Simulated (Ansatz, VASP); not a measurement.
## One calculation of MoSe, two programs

Contents of INCAR:

```
PREC = Accurate
ENCUT = 520
EDIFF = 1E-7
ISMEAR = -5
SIGMA = 0.1
LREAL = F
LASPH = T
NELM = 150
ALGO = Normal
ISIF = 2
LWAVE = F
LCHARG = F
ISPIN = 2
MAGMOM = 3 3 0 0
LORBIT = 11
LMAXMIX = 4
GGA = PE
NBANDS = 32
```

Contents of KPOINTS:

```
regular mesh
0
Gamma
  10 10 6
```

Contents of POSCAR:

```
MoSe
1.0
    4.0730809121      0.0000000000      0.0000000000
   -2.0365404561      3.5273915416      0.0000000000
    0.0000000000      0.0000000000      5.0985318699
Mo Se
2 2
Direct
    0.0000000000      0.0000000000      0.0000000000
    0.0000000000      0.0000000000      0.5000000000
    0.3333333333      0.6666666667      0.2500000000
    0.6666666667      0.3333333333      0.7500000000
```

Input for Ansatz:

```yaml
crystal:
  lattice:
    - [4.07308091213, 2.886750452394e-11, 0.0]
    - [-2.03654045609, 3.52739154156, 0.0]
    - [0.0, 0.0, 5.0985318699]
  atoms:
    - { symbol: Mo, position: [0.0, 0.0, 0.0], spin: 3.0 }
    - { symbol: Mo, position: [0.0, 0.0, 0.5], spin: 3.0 }
    - { symbol: Se, position: [0.3333333333333, 0.6666666666667, 0.25] }
    - { symbol: Se, position: [0.6666666666667, 0.3333333333333, 0.75] }
basis:
  ecutwfc: 420
  ecutrho_ratio: 4
kpoints:
  mp_grid: { grid: [10, 10, 6] }
hamiltonian:
  xc: pbe
scf:
  occupations: { method: tetrahedron }
output:
  forces: true
  stress: true
magnetization:
  spin_polarized: true
accuracy: medium
```

Alike in both runs: task single point; functional PBE; k mesh 10 × 10 × 6; occupations tetrahedron; collinear spin.

|  | VASP | Ansatz |
| --- | --- | --- |
| version | VASP 6.6.1 | Ansatz 0.2.0 |
| potentials or method | VASP PAW PBE potentials, release 64 (Mo_sv, Se), cutoff 520 eV | scalar-relativistic, plane waves, PAW |
| valence electrons in the cell | 40 | 60 |

```tsv
	VASP	Ansatz	Ansatz less VASP
gap on the k mesh at the Fermi level (eV)	none	none	-
pressure (GPa)	0.1	-0.2	-0.26
traceless stress, the component that is largest in VASP (GPa)	0.30	0.22	-0.080
net moment per atom (μB)	0.00	0.00	0.000
```

A gap of «none» marks a metal or a gap that the smearing closes. With one functional, cell and mesh, what is left measures potentials, basis and numerics. VASP's potentials hold 40 valence electrons a cell and Ansatz's 60, so a difference there can come from the potentials and not from the codes. Ansatz's warnings: band table not solved further, seeded moment not kept, stability check not made, tetrahedron derivatives may miss energy slope.
